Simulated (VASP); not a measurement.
Here is a VASP 6.6.1 calculation.

POSCAR

```
SiGe
1.0
    3.9139180573      0.0000000000      0.0000000000
   -1.9569590287      3.3895524660      0.0000000000
    0.0000000000      0.0000000000      6.3246060738
Si Ge
2 2
Direct
    0.6666666662      0.3333333338      0.8758831230
    0.3333333338      0.6666666662      0.3758831230
    0.6666666670      0.3333333330      0.4991158770
    0.3333333330      0.6666666670     -0.0008841230
```

File INCAR.step1:

```
ALGO = Normal ; EDIFF = 1E-4
ENCUT = 520 ; GGA = PE
ISMEAR = 0 ; LASPH = T
LCHARG = F ; LREAL = F
LWAVE = T ; NBANDS = 26
NELM = 60 ; PREC = Accurate
SIGMA = 0.02
```

INCAR.step2

```
ALGO = Normal ; EDIFF = 1E-6
ENCUT = 520 ; ISIF = 2
ISMEAR = 0 ; ISTART = 1
LASPH = T ; LCHARG = F
LMIXTAU = T ; LREAL = F
LWAVE = F ; METAGGA = R2SCAN
NBANDS = 26 ; NELM = 60
PREC = Accurate ; SIGMA = 0.02
```

Contents of KPOINTS:

```
k-points
0
Gamma
  12 12 4
```

Potentials or basis: VASP PAW PBE potentials, release 64 (Si, Ge_d).

Launch:

```sh
$ cat potpaw_PBE.64/Si/POTCAR potpaw_PBE.64/Ge_d/POTCAR > POTCAR
$ cp INCAR.step1 INCAR
$ mpirun -np 1 vasp_std > vasp.out
$ cp INCAR.step2 INCAR
$ mpirun -np 1 vasp_std > vasp.out
```

What does it give for the pressure?

1.3 GPa.

Estimate the band gap on the k mesh.

0.55 eV (least direct gap 0.58 eV).

Stress tensor (GPa, compression positive):
```
-0.05  0.00  0.00
 0.00 -0.05  0.00
 0.00  0.00  4.10
```

Caveat: the cell differs from its parent crystal (uniaxial strain along c: -2.0 %, then relaxed in part); semilocal functionals underestimate gaps, and a narrow one can read as zero; the PAW data sets were made with another functional, which shifts forces and pressure a little. A k mesh can miss the band edges.
